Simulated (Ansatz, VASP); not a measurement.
SiSn2Se4: VASP beside Ansatz

```
Si Sn Se
1.0
    -2.43333    2.43333    7.41269
     2.43333   -2.43333    7.41269
     2.43333    2.43333   -7.41269
Si Sn Se
1 2 4
Direct
  0.00000 0.00000 0.00000
  0.36388 0.36388 0.00000
  0.63612 0.63612 0.00000
  0.83091 0.83091 0.00000
  0.00000 0.50000 0.50000
  0.50000 0.00000 0.50000
  0.16909 0.16909 0.00000
```

Alike in both runs: functional PBE; k mesh 6 × 6 × 6; occupations gaussian, width 0.1 eV; no spin polarisation.

Ansatz relaxed the structure, and its values are those at the end. VASP's run is a single point on that final structure, the one shown.

|  | VASP | Ansatz |
| --- | --- | --- |
| version | VASP 6.6.1 | Ansatz 0.2.0 |
| potentials or method | VASP PAW PBE potentials, release 64 (Si, Sn_d, Se), cutoff 520 eV | scalar-relativistic, plane waves, PAW |
| valence electrons in the cell | 56 | 96 |

```csv
,VASP,Ansatz,Ansatz less VASP
gap on the k mesh at the Fermi level (eV),none,none,-
pressure (GPa),0.0,0.0,-0.04
rms of the force components (eV/Å),0.006,0.008,+0.0022
```

A gap of «none» marks a metal or a gap that the smearing closes. VASP's potentials hold 56 valence electrons a cell and Ansatz's 96, so a difference there can come from the potentials and not from the codes.
